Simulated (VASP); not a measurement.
# WSe2 in VASP: a series of runs, part 2 of 2

VASP 6.6.1. The steps go on from the part before.

**3. Single point, PBEsol (atom 1 (W) moved by -0.277 Å along [1 0 0] and +0.553 Å along [1 2 0])**

The input, INCAR:

```
PREC = Accurate
ENCUT = 520
EDIFF = 1E-6
ISMEAR = 0
SIGMA = 0.05
LREAL = F
LASPH = T
NELM = 100
ALGO = Normal
ISIF = 2
LWAVE = F
LCHARG = T
GGA = PS
LELF = T
LVHAR = T
NBANDS = 20
```

The input, KPOINTS:

```
regular mesh
0
Gamma
  9 9 2
```

The input, POSCAR:

```
WSe2
1.0
    3.2702124385      0.0000000000      0.0000000000
   -1.6351062193      2.8320870475      0.0000000000
    0.0000000000      0.0000000000     16.6611438686
W Se
1 2
Direct
    0.0130719043      0.1953682887      0.0000000000
    0.3333333333      0.6666666667      0.1003991028
    0.3333333333      0.6666666667      0.8996008972
```

Potentials or basis: VASP PAW PBE potentials, release 64 (W_sv, Se).

Started as:

```
> cat potpaw_PBE.64/W_sv/POTCAR potpaw_PBE.64/Se/POTCAR > POTCAR
> mpirun -np 1 vasp_std > vasp.out
```

OUTCAR:

```text
PREC = Accurate
   ENCUT = 520
   EDIFF = 1E-6
   ISMEAR = 0
   LREAL = F
   LASPH = T
   NELM = 100
   ISIF = 2
   GGA = PS

 ion  position               nearest neighbor table
   1  0.013  0.195  0.000-   2 2.16   3 2.16   2 2.62   3 2.62   2 2.95   3 2.95
   2  0.333  0.667  0.100-   1 2.16   1 2.62   1 2.95
   3  0.333  0.667  0.900-   1 2.16   1 2.62   1 2.95

  LATTYP: Found a hexagonal cell.
 ALAT       =     3.2702124385
 C/A-ratio  =     5.0948200406

  Lattice vectors:

 A1 = (   3.2702124385,   0.0000000000,   0.0000000000)
 A2 = (  -1.6351062193,   2.8320870475,   0.0000000000)
 A3 = (   0.0000000000,   0.0000000000,  16.6611438686)

Analysis of symmetry for initial positions (statically):
=====================================================================
 Subroutine PRICEL returns:
 Original cell was already a primitive cell.

 Routine SETGRP: Setting up the symmetry group for a
 hexagonal supercell.

 Subroutine GETGRP returns: Found  2 space group operations
 (whereof  2 operations were pure point group operations)
 out of a pool of 24 trial point group operations.

The static configuration has the point symmetry C_1h.

Analysis of symmetry for dynamics (positions and initial velocities):
=====================================================================
 Subroutine PRICEL returns:
 Original cell was already a primitive cell.

 Routine SETGRP: Setting up the symmetry group for a
 hexagonal supercell.

 Subroutine GETGRP returns: Found  2 space group operations
 (whereof  2 operations were pure point group operations)
 out of a pool of 24 trial point group operations.

The dynamic configuration has the point symmetry C_1h.

 Subroutine INISYM returns: Found  2 space group operations
 (whereof  2 operations are pure point group operations),
 and found     1 'primitive' translations

----------------------------------------------------------------------------------------

                                     Primitive cell

  volume of cell :     154.3076

  direct lattice vectors                    reciprocal lattice vectors
     3.270212439  0.000000000  0.000000000     0.305790532  0.176548246  0.000000000
    -1.635106219  2.832087047  0.000000000     0.000000000  0.353096491  0.000000000
     0.000000000  0.000000000 16.661143869     0.000000000  0.000000000  0.060019889

  length of vectors
     3.270212439  3.270212439 16.661143869     0.353096491  0.353096491  0.060019889

  position of ions in fractional coordinates (direct lattice)
     0.013071904  0.195368289  0.000000000
     0.333333333  0.666666667  0.100399103
     0.333333333  0.666666667  0.899600897

  ion indices of the primitive-cell ions
   primitive index   ion index
                 1           1
                 2           2
                 3           3

----------------------------------------------------------------------------------------

 KPOINTS: regular mesh

Automatic generation of k-mesh.
 Grid dimensions read from file:
 generate k-points for:    9    9    2

 Generating k-lattice:

  Cartesian coordinates                     Fractional coordinates (reciprocal lattice)
     0.033976726  0.019616472  0.000000000     0.111111111 -0.000000000  0.000000000
     0.000000000  0.039232943  0.000000000     0.000000000  0.111111111  0.000000000
     0.000000000  0.000000000  0.030009944     0.000000000  0.000000000  0.500000000

  Length of vectors
     0.039232943  0.039232943  0.030009944

  Shift w.r.t. Gamma in fractional coordinates (k-lattice)
     0.000000000  0.000000000  0.000000000

 Subroutine IBZKPT returns following result:
 ===========================================

 Found     82 irreducible k-points:

 Following reciprocal coordinates:
            Coordinates               Weight
  0.000000  0.000000  0.000000      1.000000
  0.111111 -0.000000  0.000000      2.000000
  0.000000  0.111111  0.000000      2.000000
 -0.111111  0.111111  0.000000      2.000000
  0.222222 -0.000000  0.000000      2.000000
  0.000000  0.222222  0.000000      2.000000
[... 16 lines left out ...]
  0.333333  0.111111  0.000000      2.000000
 -0.111111  0.444444  0.000000      2.000000
 [... further k-points ...]
   k-points           NKPTS =     82   k-points in BZ     NKDIM =     82   number of bands    NBANDS=     20
   number of dos      NEDOS =    301   number of ions     NIONS =      3
   total plane-waves  NPLWV =  72576
   dimension x,y,z NGX =    24 NGY =   24 NGZ =  126
   dimension x,y,z NGXF=    48 NGYF=   48 NGZF=  252
   ions per type =               1   2
   NGX,Y,Z   is equivalent  to a cutoff of  12.20, 12.20, 12.57 a.u.
   NGXF,Y,Z  is equivalent  to a cutoff of  24.40, 24.40, 25.14 a.u.
 SYSTEM =  unknown system
   PREC   = accura    normal or accurate (medium, high low for compatibility)
   ISTART =      0    job   : 0-new  1-cont  2-samecut
   ICHARG =      2    charge: 1-file 2-atom 10-const
   ISPIN  =      1    spin polarized calculation?
   LNONCOLLINEAR =      F non collinear calculations
   LSORBIT =      F    spin-orbit coupling
   LASPH  =      T    aspherical Exc in radial PAW
   ENCUT  =  520.0 eV  38.22 Ry    6.18 a.u.   6.08  6.08 30.98*2*pi/ulx,y,z
   NELM   =    100;   NELMIN=  2; NELMDL= -5     # of ELM steps
   EDIFF  = 0.1E-05   stopping-criterion for ELM
   LREAL  =      F    real-space projection
   EDIFFG = 0.1E-04   stopping-criterion for IOM
   NSW    =      0    number of steps for IOM
   IBRION =     -1    ionic relax: 0-MD 1-quasi-New 2-CG
   NFREE  =      0    steps in history (QN), initial steepest desc. (CG)
   ISIF   =      2    stress and relaxation
   ISYM   =      2    0-nonsym 1-usesym 2-fastsym
   POTIM  = 0.5000    time-step for ionic-motion
   TEBEG  =    0.0;   TEEND  =   0.0 temperature during run
   PSTRESS=    0.0 pullay stress
   NELECT =      26.0000    total number of electrons
   NUPDOWN=      -1.0000    fix difference up-down
   EMIN   =  10.00;   EMAX   =-10.00  energy-range for DOS
   EFERMI =   0.00;   METHOD = LEGACY
   ISMEAR =     0;   SIGMA  =   0.05  broadening in eV -4-tet -1-fermi 0-gaus
   EFERMI_NEDOS =   21; number of points for ismear=-14 and -15
   IALGO  =     38    algorithm
   IMIX   =      4    mixing-type and parameters
     AMIX     =   0.40;   BMIX     =  1.00
     AMIX_MAG =   1.60;   BMIX_MAG =  1.00
  volume/ion in A,a.u.               =      51.44       347.11
  Fermi-wavevector in a.u.,A,eV,Ry     =   0.904212  1.708712 11.124109  0.817599
  Thomas-Fermi vector in A             =   2.027631
   LORBIT       =      0    0 simple, 1 ext, 2 COOP (PROOUT), +10 PAW based schemes
   GGA     = PS    functional components
   LHFCALC =     F    Hartree Fock is set to
   AEXX    =    0.0000 exact exchange contribution
   IVDW    =     0    specifies the selected vdW correction
   LEPSILON=     F    determine dielectric tensor
   LRPA    =     F    only Hartree local field effects (RPA)
 non-spin polarized calculation
 Gauss-broadening in eV      SIGMA  =   0.05
  energy-cutoff  :      520.00
  volume of cell :      154.31
 maximum number of plane-waves:      4212
   NGX = 13   NGY = 13   NGZ = 61

 number of electron      25.9999997 magnetization

 Free energy of the ion-electron system (eV)
  ---------------------------------------------------
  ext. energy  EPLUGINS =         0.00000000
  ---------------------------------------------------
  free energy    TOTEN  =       -20.07987801 eV

  energy without entropy =      -20.07848349  energy(sigma->0) =      -20.07918075

 E-fermi :   0.0839     XC(G=0):  -4.8323

 val. band max:        0.0634743561   @ k =   0.3333   0.0000   0.0000
 cond. band min:       0.1001052445   @ k =   0.2222  -0.0000   0.5000
 fundamental gap:      0.0366308884
 Fermi energy:         0.0839064904

 k-point     1 :       0.0000    0.0000    0.0000
  band No.  band energies     occupation
      1     -74.5047      2.00000
      2     -39.1226      2.00000
      3     -38.8037      2.00000
      4     -38.4946      2.00000
      5     -15.7827      2.00000
      6     -14.4438      2.00000
[... 12 lines left out ...]
     19       4.3316      0.00000
     20       5.1319      0.00000

 k-point     2 :       0.1111   -0.0000    0.0000
  band No.  band energies     occupation
      1     -74.5034      2.00000
      2     -39.1165      2.00000
      3     -38.8263      2.00000
      4     -38.5100      2.00000
      5     -15.5858      2.00000
      6     -14.3638      2.00000
[... 498 lines left out ...]
 k-point    24 :      -0.1111    0.4444    0.0000
  band No.  band energies     occupation
      1     -74.4938      2.00000
      2     -39.0721      2.00000
      3     -39.0195      2.00000
      4     -38.5780      2.00000
      5     -13.8022      2.00000
      6     -13.8010      2.00000
[... 12 lines left out ...]
     19       6.4693      0.00000
     20       6.9496      0.00000

 [... further k-points ...]
[... 5 lines left out ...]
  --------------------------------------------------------------------------------------
  -------------------------------------------------------------------------------------
  Total        0.0663051      9.2231739     14.7190967      2.0445298      0.0000000      0.0000000
  in kB        0.6884463     95.7642921    152.8285041     21.2283696      0.0000000      0.0000000
  external PRESSURE =      83.0937475 kB  Pullay stress =       0.0000000 kB

 VOLUME and BASIS-vectors are now :
 -----------------------------------------------------------------------------
  energy-cutoff  :      520.00
  volume of cell :      154.31
      direct lattice vectors                 reciprocal lattice vectors
     3.270212439  0.000000000  0.000000000     0.305790532  0.176548246  0.000000000
    -1.635106219  2.832087047  0.000000000     0.000000000  0.353096491  0.000000000
     0.000000000  0.000000000 16.661143869     0.000000000  0.000000000  0.060019889

 POSITION                                       TOTAL-FORCE (eV/Angst)
 -----------------------------------------------------------------------------------
     -0.27670      0.55330      0.00000         1.173955     -8.381991      0.000000
     -0.00000      1.88806      1.67276        -0.586977      4.190995      4.403066
     -0.00000      1.88806     14.98838        -0.586977      4.190995     -4.403066
 -----------------------------------------------------------------------------------
    total drift:                               -0.000027     -0.000084     -0.000000

  FREE ENERGIE OF THE ION-ELECTRON SYSTEM (eV)
  ---------------------------------------------------
  free  energy   TOTEN  =       -20.0798780114 eV

  energy  without entropy=      -20.0784834902  energy(sigma->0) =      -20.07918075
```

stdout:

```text
POSCAR found type information on POSCAR W Se
 POSCAR found :  2 types and       3 ions
 scaLAPACK will be used
 -----------------------------------------------------------------------------
|                                                                             |
|                                                                             |
|     You enforced a specific xc type in the INCAR file but a different       |
|     I HOPE YOU KNOW WHAT YOU ARE DOING!                                     |
|                                                                             |
 -----------------------------------------------------------------------------

 LDA part: xc-table for (Slater+PW92), standard interpolation
 POSCAR, INCAR and KPOINTS ok, starting setup
 FFT: planning ... GRIDC
 FFT: planning ... GRID_SOFT
 FFT: planning ... GRID
 WAVECAR not read
 entering main loop
```

It took 2 min on 1 thread of Intel Xeon 6975P-C (Granite Rapids), shared host; peak memory 0.42 GiB.

What came out:

- Free energy: -20.0799 eV
- Largest force: 8.464 eV/Å
- Band gap on the k mesh: zero (band 13 reaches 0.19 eV, above the bottom of band 14 at 0.06 eV)

Forces on the atoms (eV/Å):
```
W    1.174 -8.382  0.000
Se  -0.587  4.191  4.403
Se  -0.587  4.191 -4.403
```

Caveat: the cell differs from its parent crystal (atom 1 (W) moved by -0.277 Å along [1 0 0] and +0.553 Å along [1 2 0]); the PAW data sets were made with another functional, which shifts forces and pressure a little; spin-orbit coupling is left out, which moves the levels of the heavy elements.
